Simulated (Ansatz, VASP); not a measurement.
Two plane-wave programs on Ta2N

The input POSCAR:

```
Ta2N
1.0
    3.0707906527      0.0000000000      0.0000000000
   -1.5353953264      2.6593827149      0.0000000000
    0.0000000000      0.0000000000      4.8040242697
Ta N
2 1
Direct
    0.3333333333      0.6666666667      0.2547110000
    0.6666666667      0.3333333333      0.7452890000
    0.0000000000      0.0000000000      0.0000000000
```

File INCAR.step1:

```
ALGO = Normal
EDIFF = 1E-5
ENCUT = 660
GGA = PE
GGA_COMPAT = F
ISMEAR = -1
LASPH = T
LCHARG = F
LREAL = F
LWAVE = T
NBANDS = 22
NELM = 120
PREC = Accurate
SIGMA = 0.05
```

File INCAR.step2:

```
ALGO = Normal
EDIFF = 1E-6
ENCUT = 660
GGA_COMPAT = F
ISIF = 2
ISMEAR = -1
ISTART = 1
LASPH = T
LCHARG = F
LMIXTAU = T
LREAL = F
LWAVE = F
METAGGA = R2SCAN
NBANDS = 22
NELM = 120
PREC = Accurate
SIGMA = 0.05
```

File KPOINTS:

```
k-points
0
Gamma
  10 10 6
```

The input input.yaml:

```yaml
crystal:
  lattice:
    - [3.0707906527, 0.0, 0.0]
    - [-1.5353953264, 2.6593827149, 0.0]
    - [0.0, 0.0, 4.8040242697]
  atoms:
    - { symbol: Ta, position: [0.3333333333, 0.6666666667, 0.254711] }
    - { symbol: Ta, position: [0.6666666667, 0.3333333333, 0.745289] }
    - { symbol: "N", position: [0.0, 0.0, 0.0] }
hamiltonian:
  xc: r2scan
  pseudopotentials: { kind: paw }
kpoints:
  mp_grid: { grid: [10, 10, 6] }
scf:
  occupations: { method: fermi_dirac, width: 0.05 }
output:
  forces: true
  stress: true
  eigenvalues: true
  write_density: true
  write_potential: true
  elf: true
  volumetric_format: npy
```

Alike in both runs: task single point; functional r2SCAN; k mesh 10 × 10 × 6; occupations fermi-dirac, width 0.05 eV; no spin polarisation.

|  | VASP | Ansatz |
| --- | --- | --- |
| version | VASP 6.6.1 | Ansatz 0.2.0 |
| potentials or method | VASP PAW PBE potentials, release 64 (Ta_sv_GW, N) | Ansatz PAW |
| plane-wave cutoff (eV) | 660 | 500 |
| valence electrons in the cell | 31 | 31 |

|  | VASP | Ansatz | Ansatz less VASP |
| --- | --- | --- | --- |
| gap on the k mesh at the Fermi level (eV) | none | none | - |
| pressure (GPa) | 6.9 | 7.1 | +0.17 |
| traceless stress, the component that is largest in VASP (GPa) | 2.09 | 2.14 | +0.051 |
| rms of the force components (eV/Å) | 0.189 | 0.164 | -0.0258 |

VASP's potentials were made for PBE, not for r2SCAN. Atom by atom the forces differ by 0.026 eV/Å (rms over components). A gap of «none» marks a metal or a gap that the smearing closes. The functional is the same, so the differences come from potentials, cutoffs and numerics.

Spin-orbit coupling is off throughout.
